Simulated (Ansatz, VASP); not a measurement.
## Two plane-wave programs on TePt3

```xyz
4
Lattice="4.1355 0.0000 0.0000 0.0000 4.1355 0.0000 0.0000 0.0000 4.1355" Properties=species:S:1:pos:R:3 pbc="T T T"
Te    0.0000    0.0000    0.0000
Pt    0.0000    2.0678    2.0678
Pt    2.0678    0.0000    2.0678
Pt    2.0678    2.0678    0.0000
```

Alike in both runs: functional PBE; k mesh 4 × 4 × 4; occupations gaussian, width 0.1 eV; no spin polarisation.

Ansatz relaxed the structure, and its values are those at the end. VASP's run is a single point on that final structure, the one shown.

|  | VASP | Ansatz |
| --- | --- | --- |
| version | VASP 6.6.1 | Ansatz 0.2.0 |
| potentials or method | VASP PAW PBE potentials, release 64 (Te, Pt), cutoff 520 eV | scalar-relativistic, plane waves, PAW |
| valence electrons in the cell | 36 | 70 |

Ansatz gave:

* gap on the k mesh at the Fermi level (eV): none
* pressure (GPa): -0.2

Question: Which values does VASP return?

Answer: gap on the k mesh at the Fermi level (eV): none; pressure (GPa): -0.6.

A gap of «none» marks a metal or a gap that the smearing closes. With one functional, cell and mesh, what is left measures potentials, basis and numerics. VASP's potentials hold 36 valence electrons a cell and Ansatz's 70, so a difference there can come from the potentials and not from the codes.

The k mesh is coarse, so the values compare programs but aren't converged. Spin-orbit coupling is off throughout.
